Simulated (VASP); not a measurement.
# ZnS (P6_3mc) in VASP: further runs, part 2 of 2

VASP 6.6.1. The steps go on from the part before.

## (3) Relaxation of shape and atoms at fixed volume, r2SCAN (18.42 Å³/atom)

This run uses another cell than the first one, of 18.42 Å³/atom.

POSCAR reads:

```
ZnS
1.0
    3.7290117518      0.0000000000      0.0000000000
   -1.8645058759      3.2294189081      0.0000000000
    0.0000000000      0.0000000000      6.1182355043
Zn S
2 2
Direct
    0.3333333333      0.6666666667      0.0053880709
    0.6666666667      0.3333333333      0.5053880709
    0.3333333333      0.6666666667      0.3796119291
    0.6666666667      0.3333333333      0.8796119291
```

INCAR.step1 reads:

```
SYSTEM = ZnS
PREC     = Accurate       ! precision mode
ENCUT    = 600            ! plane-wave cutoff, eV
ISMEAR   = 0              ! smearing method
SIGMA    = 0.02           ! smearing width, eV
LREAL    = .False.        ! projectors in reciprocal space
LASPH    = .True.         ! aspherical terms in the spheres
NELM     = 100            ! most SCF steps
GGA      = PE             ! functional
ALGO     = Normal         ! electronic algorithm
EDIFF    = 1E-4           ! SCF threshold, eV
LWAVE    = .True.         ! write WAVECAR
LCHARG   = .False.        ! write CHGCAR
```

INCAR.step2 reads:

```
SYSTEM = ZnS
PREC     = Accurate       ! precision mode
ENCUT    = 600            ! plane-wave cutoff, eV
EDIFF    = 1E-7           ! SCF threshold, eV
ISMEAR   = 0              ! smearing method
SIGMA    = 0.02           ! smearing width, eV
LREAL    = .False.        ! projectors in reciprocal space
LASPH    = .True.         ! aspherical terms in the spheres
NELM     = 100            ! most SCF steps
ALGO     = Normal         ! electronic algorithm
ISIF     = 4              ! what is computed and relaxed
LWAVE    = .False.        ! write WAVECAR
LCHARG   = .False.        ! write CHGCAR
METAGGA  = R2SCAN         ! meta-GGA
LMIXTAU  = .True.       
IBRION   = 2              ! ionic algorithm
NSW      = 50             ! ionic steps
EDIFFG   = -0.01          ! ionic threshold
ISTART   = 1
```

KPOINTS reads:

```
regular mesh
0
Gamma
  6 6 4
  0 0 0
```

Potentials or basis: VASP PAW PBE potentials, release 64 (Zn, S).

Launch:

```console
$ cat potpaw_PBE.64/Zn/POTCAR potpaw_PBE.64/S/POTCAR > POTCAR
$ cp INCAR.step1 INCAR
$ mpirun -np 1 vasp_std > vasp.out
$ cp INCAR.step2 INCAR
$ mpirun -np 1 vasp_std > vasp.out
```

OUTCAR:

```text
SYSTEM = ZnS
   PREC = Accurate
   ENCUT = 600
   EDIFF = 1E-7
   ISMEAR = 0
   LREAL = .False.
   LASPH = .True.
   NELM = 100
   ISIF = 4
   METAGGA = R2SCAN
   IBRION = 2
   NSW = 50
   EDIFFG = -0.01
   ISTART = 1

 ion  position               nearest neighbor table
   1  0.333  0.667  0.005-   4 2.29   4 2.29   4 2.29   3 2.29
   2  0.667  0.333  0.505-   3 2.29   3 2.29   3 2.29   4 2.29
   3  0.333  0.667  0.380-   2 2.29   2 2.29   2 2.29   1 2.29
   4  0.667  0.333  0.880-   1 2.29   1 2.29   1 2.29   2 2.29

  LATTYP: Found a hexagonal cell.
 ALAT       =     3.7290117518
 C/A-ratio  =     1.6407123151

  Lattice vectors:

[... 186 lines left out ...]
  FORCE on cell =-STRESS in cart. coord.  units (eV):
  Direction    XX          YY          ZZ          XY          YZ          ZX
  --------------------------------------------------------------------------------------
  -------------------------------------------------------------------------------------
  Total        2.5256821      2.5256821      2.5797822      0.0000000      0.0000000     -0.0000000
  in kB       54.9218236     54.9218236     56.0982471      0.0000000      0.0000000     -0.0000000
  external PRESSURE =      55.3139648 kB  Pullay stress =       0.0000000 kB
[... 139 lines left out ...]
--------------------------------------- Ionic step        5  -------------------------------------------

 number of electron      35.9999982 magnetization

 Free energy of the ion-electron system (eV)
  ---------------------------------------------------
  ext. energy  EPLUGINS =         0.00000000
  ---------------------------------------------------
  free energy    TOTEN  =       -37.64664149 eV

  energy without entropy =      -37.64664149  energy(sigma->0) =      -37.64664149

 E-fermi :   2.6813     XC(G=0): -10.6294

 val. band max:        2.5322135382   @ k =   0.0000   0.0000   0.0000
 cond. band min:       5.6077244912   @ k =   0.0000   0.0000   0.0000
 fundamental gap:      3.0755109530
 Fermi energy:         2.6813281315

 k-point     1 :       0.0000    0.0000    0.0000
  band No.  band energies     occupation
      1     -11.6989      2.00000
      2     -10.6233      2.00000
      3      -4.2927      2.00000
      4      -4.2666      2.00000
      5      -4.2665      2.00000
      6      -4.1630      2.00000
[... 545 lines left out ...]
  FREE ENERGIE OF THE ION-ELECTRON SYSTEM (eV)
  ---------------------------------------------------
  free  energy   TOTEN  =       -37.6466414907 eV

  energy  without entropy=      -37.6466414907  energy(sigma->0) =      -37.64664149

 reached required accuracy - stopping structural energy minimisation
```

OUTCAR.step1:

```text
SYSTEM = ZnS
   PREC = Accurate
   ENCUT = 600
   ISMEAR = 0
   LREAL = .False.
   LASPH = .True.
   NELM = 100
[... 750 lines left out ...]
      1.86451      1.07647      3.09208         0.000000     -0.000000      0.014825
     -0.00000      2.15295      2.32256         0.000000     -0.000000     -0.014825
      1.86451      1.07647      5.38167         0.000000      0.000000     -0.014825
 -----------------------------------------------------------------------------------
    total drift:                               -0.000001     -0.000001      0.001992

  FREE ENERGIE OF THE ION-ELECTRON SYSTEM (eV)
  ---------------------------------------------------
  free  energy   TOTEN  =       -13.5241833296 eV

  energy  without entropy=      -13.5241833296  energy(sigma->0) =      -13.52418333
```

Run time: 5.1 min. Hardware: 1 thread of Intel Xeon 6975P-C (Granite Rapids), shared host; peak memory 0.23 GiB.

What came out:

```
Free energy                  : -37.6466 eV
Energy gained by relaxing    : 0.1 meV/atom
Ionic steps                  : 5
Pressure after relaxing      : 5.5 GPa
Largest force after relaxing : 0.005 eV/Å
Band gap on the k mesh       : 3.08 eV
```

Forces in eV/Å, atoms in the order of the input:
```
Zn   0.000  0.000  0.005
Zn   0.000  0.000  0.005
S    0.000  0.000 -0.005
S    0.000  0.000 -0.005
```

The path:
```csv
step,energy change (eV),largest force (eV/Å),pressure (GPa),volume (Å³)
1,0.0000,0.0236,5.53,73.68
2,-0.0001,0.0132,5.52,73.68
3,-0.0002,0.0045,5.52,73.68
4,-0.0002,0.0070,5.51,73.68
5,-0.0002,0.0053,5.51,73.68
```

Final structure:
```
Zn S
1.0
     3.72469    0.00000    0.00000
    -1.86235    3.22568    0.00000
     0.00000    0.00000    6.13244
Zn S
2 2
Direct
  0.33333 0.66667 0.00596
  0.66667 0.33333 0.50596
  0.33333 0.66667 0.37904
  0.66667 0.33333 0.87904
```

Levels at points of the mesh, in eV from the valence-band top:
```
           k point  band 14  band 15  band 16  band 17  band 18  band 19  band 20  band 21  band 22
(0.00, 0.00, 0.00)    -1.01    -1.01    -0.12     0.00     0.00     3.08     3.76     6.75     6.75
(0.50, 0.00, 0.00)    -4.45    -3.68    -2.54    -1.94    -1.01     3.99     4.92     5.37     7.30
(0.00, 0.00, 0.50)    -3.08    -0.53    -0.53    -0.53    -0.53     4.31     4.31     7.23     7.23
(0.50, 0.00, 0.50)    -5.27    -1.87    -1.87    -1.83    -1.83     3.94     3.94     5.60     5.60
```

Caveat: the PAW data sets were made with another functional, which shifts forces and pressure a little.
